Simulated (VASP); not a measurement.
# Nb (I4/mmm) in VASP: notebook, part 3 of 3

VASP 6.6.1. The steps go on from the part before.

## Step 6: Single point, PBE (strain -0.0750 x Voigt [0, 0, 1, 0, 0, 0])

INCAR

```
SYSTEM = Nb
ALGO = Fast ; EDIFF = 1E-7
ENCUT = 520 ; GGA = PE
ISIF = 2 ; ISMEAR = 0
LASPH = .TRUE. ; LCHARG = .TRUE.
LELF = .TRUE. ; LREAL = .FALSE.
LVHAR = .TRUE. ; LWAVE = .FALSE.
NBANDS = 12 ; NELM = 80
PREC = Accurate ; SIGMA = 0.15
```

KPOINTS

```
k-points
0
G
  20 20 20
  0 0 0
```

POSCAR

```
Nb
1.0
   -1.6639500000      1.6639500000      1.5391537500
    1.6639500000     -1.6639500000      1.5391537500
    1.6639500000      1.6639500000     -1.5391537500
Nb
1
Direct
    0.0000000000      0.0000000000      0.0000000000
```

Potentials or basis: VASP PAW PBE potentials, release 64 (Nb_sv).

Started as:

```sh
$ cat potpaw_PBE.64/Nb_sv/POTCAR > POTCAR
$ mpirun -np 1 vasp_std > vasp.out
```

OUTCAR:

```text
SYSTEM = Nb
   EDIFF = 1E-7
   ENCUT = 520
   GGA = PE
   ISIF = 2
   ISMEAR = 0
   LASPH = .TRUE.
   LREAL = .FALSE.
   NELM = 80
   PREC = Accurate

 ion  position               nearest neighbor table
   1  0.000  0.000  0.000-

  LATTYP: Found a body centered tetragonal cell.
 ALAT       =     3.3279000000
 C/A-ratio  =     0.9250000000

  Lattice vectors:

 A1 = (  -1.6639500000,   1.6639500000,   1.5391537500)
 A2 = (   1.6639500000,  -1.6639500000,   1.5391537500)
 A3 = (   1.6639500000,   1.6639500000,  -1.5391537500)

Analysis of symmetry for initial positions (statically):
=====================================================================
 Subroutine PRICEL returns:
 Original cell was already a primitive cell.

 Routine SETGRP: Setting up the symmetry group for a
 body centered tetragonal supercell.

 Subroutine GETGRP returns: Found 16 space group operations
 (whereof 16 operations were pure point group operations)
 out of a pool of 16 trial point group operations.

The static configuration has the point symmetry D_4h.

[... 169 lines left out ...]
      1     -42.3373      2.00000
      2     -17.5085      2.00000
      3     -17.5085      2.00000
      4     -17.4943      2.00000
      5       5.9304      2.00000
      6      11.7221      1.99143
      7      12.6970      0.00000
      8      12.6970      0.00000
      9      14.6826      0.00000
     10      16.0139      0.00000
     11      25.9188      0.00000
     12      25.9188      0.00000
[... 331 lines left out ...]
 k-point    24 :      -0.3500    0.0500   -0.0000
  band No.  band energies     occupation
      1     -42.1078      2.00000
      2     -18.6869      2.00000
      3     -17.8997      2.00000
      4     -17.5644      2.00000
      5       8.3579      2.00000
      6      10.4028      2.00000
      7      12.3702      0.00050
      8      15.4391      0.00000
      9      15.7512      0.00000
     10      16.4424      0.00000
     11      25.4127      0.00000
     12      28.1128      0.00000

 [... further k-points ...]

------------------------ aborting loop because EDIFF is reached ----------------------------------------

  FORCE on cell =-STRESS in cart. coord.  units (eV):
  Direction    XX          YY          ZZ          XY          YZ          ZX
  --------------------------------------------------------------------------------------
  -------------------------------------------------------------------------------------
  Total        0.9575786      0.9575786      1.8911882      0.0000000     -0.0000000      0.0000000
  in kB       90.0041390     90.0041390    177.7553992      0.0000000     -0.0000000      0.0000000
  external PRESSURE =     119.2545590 kB  Pullay stress =       0.0000000 kB

 VOLUME and BASIS-vectors are now :
 -----------------------------------------------------------------------------
  energy-cutoff  :      520.00
  volume of cell :       17.05
      direct lattice vectors                 reciprocal lattice vectors
    -1.663950000  1.663950000  1.539153750     0.000000000  0.300489798  0.324853836
     1.663950000 -1.663950000  1.539153750     0.300489798  0.000000000  0.324853836
     1.663950000  1.663950000 -1.539153750     0.300489798  0.300489798  0.000000000

 POSITION                                       TOTAL-FORCE (eV/Angst)
 -----------------------------------------------------------------------------------
      0.00000      0.00000      0.00000         0.000000      0.000000      0.000000
 -----------------------------------------------------------------------------------
    total drift:                               -0.000000     -0.000000     -0.000000

  FREE ENERGIE OF THE ION-ELECTRON SYSTEM (eV)
  ---------------------------------------------------
  free  energy   TOTEN  =       -10.1634064569 eV

  energy  without entropy=      -10.1477776505  energy(sigma->0) =      -10.15559205
```

OSZICAR:

```text
N       E                     dE             d eps       ncg     rms          rms(c)
DAV:   1     0.118725249483E+03    0.11873E+03   -0.73112E+03 15456   0.109E+03
DAV:   2    -0.579814076861E+01   -0.12452E+03   -0.11990E+03 16460   0.395E+02
DAV:   3    -0.102595974416E+02   -0.44615E+01   -0.42650E+01 22312   0.659E+01
[... 18 lines left out ...]
RMM:  22    -0.101634056907E+02   -0.24658E-06   -0.46114E-06 14840   0.749E-03    0.136E-03
RMM:  23    -0.101634060455E+02   -0.35475E-06   -0.24234E-06 14072   0.517E-03    0.380E-04
RMM:  24    -0.101634062526E+02   -0.20710E-06   -0.18430E-06 13387   0.396E-03    0.450E-04
RMM:  25    -0.101634063670E+02   -0.11446E-06   -0.10288E-06 13089   0.323E-03    0.506E-04
RMM:  26    -0.101634064569E+02   -0.89906E-07   -0.78262E-07 11527   0.254E-03
   1 F= -.10163406E+02 E0= -.10155592E+02  d E =-.156288E-01
```

stdout:

```text
POSCAR found type information on POSCAR Nb
 POSCAR found :  1 types and       1 ions
 scaLAPACK will be used
 LDA part: xc-table for (Slater+PW92), standard interpolation
 POSCAR, INCAR and KPOINTS ok, starting setup
 FFT: planning ... GRIDC
 FFT: planning ... GRID_SOFT
 FFT: planning ... GRID
 WAVECAR not read
 entering main loop
WARNING in EDDRMM: call to ZHEGV failed, returncode =   6  3     11
WARNING in EDDRMM: call to ZHEGV failed, returncode =   6  3      5
WARNING in EDDRMM: call to ZHEGV failed, returncode =   6  3      5
WARNING in EDDRMM: call to ZHEGV failed, returncode =   8  4     11
WARNING in EDDRMM: call to ZHEGV failed, returncode =   6  3      8
WARNING in EDDRMM: call to ZHEGV failed, returncode =   8  4     11
WARNING in EDDRMM: call to ZHEGV failed, returncode =   6  3      7
WARNING in EDDRMM: call to ZHEGV failed, returncode =   6  3      9
WARNING in EDDRMM: call to ZHEGV failed, returncode =   8  4     12
WARNING in EDDRMM: call to ZHEGV failed, returncode =   6  3     10
WARNING in EDDRMM: call to ZHEGV failed, returncode =   6  3     11
WARNING in EDDRMM: call to ZHEGV failed, returncode =   6  3      8
```

It took 10 min on 1 thread of Intel Xeon 8259CL, shared host; peak memory 0.22 GiB.

Results:

```
Free energy            : -10.1634 eV
Pressure               : 11.9 GPa
Band gap on the k mesh : zero (an odd number of electrons rules out a gap without spin polarisation)
```

Caveat: the cell differs from its parent crystal (strain -0.0750 x Voigt [0, 0, 1, 0, 0, 0]); the stress differs along the axes, from 9 to 18 GPa.

## Step 7: Summary

```csv
cell,further INCAR settings,gap on the mesh (eV),pressure (GPa)
"a = 2.956 Å, angles 111.5, 111.5, 105.5°, 1 atom",ALGO = Fast; EDIFF = 1e-06; NBANDS = 12,none,-12.6
"a = 2.968 Å, angles 111.8, 111.8, 104.9°, 1 atom",ALGO = Fast; EDIFF = 1e-06; NBANDS = 12,none,-13.8
"a = 2.981 Å, angles 112.1, 112.1, 104.2°, 1 atom",ALGO = Fast; EDIFF = 1e-06; NBANDS = 12,none,-14.9
"a = 2.789 Å, angles 106.8, 106.8, 115.1°, 1 atom",ALGO = Fast; EDIFF = 1e-06; NBANDS = 12,none,18.7
"a = 2.812 Å, angles 107.4, 107.4, 113.6°, 1 atom",ALGO = Fast; EDIFF = 1e-07; NBANDS = 12,none,11.9
```

Alike in all rows: task single point; level PBE; potentials or basis VASP PAW PBE potentials, release 64 (Nb_sv); no spin polarisation; k mesh 20 × 20 × 20; cutoff (eV) 520; smearing gaussian 0.15 eV.

Caveats: the stress differs along the axes, from -17 to -10 GPa (at least some runs); the stress differs along the axes, from -19 to -11 GPa (at least some runs); the stress differs along the axes, from -20 to -12 GPa (at least some runs); the stress differs along the axes, from 14 to 28 GPa (at least some runs); the stress differs along the axes, from 9 to 18 GPa (at least some runs).

Total energies depend on the potentials used, so only differences within one code and one set of settings carry meaning.
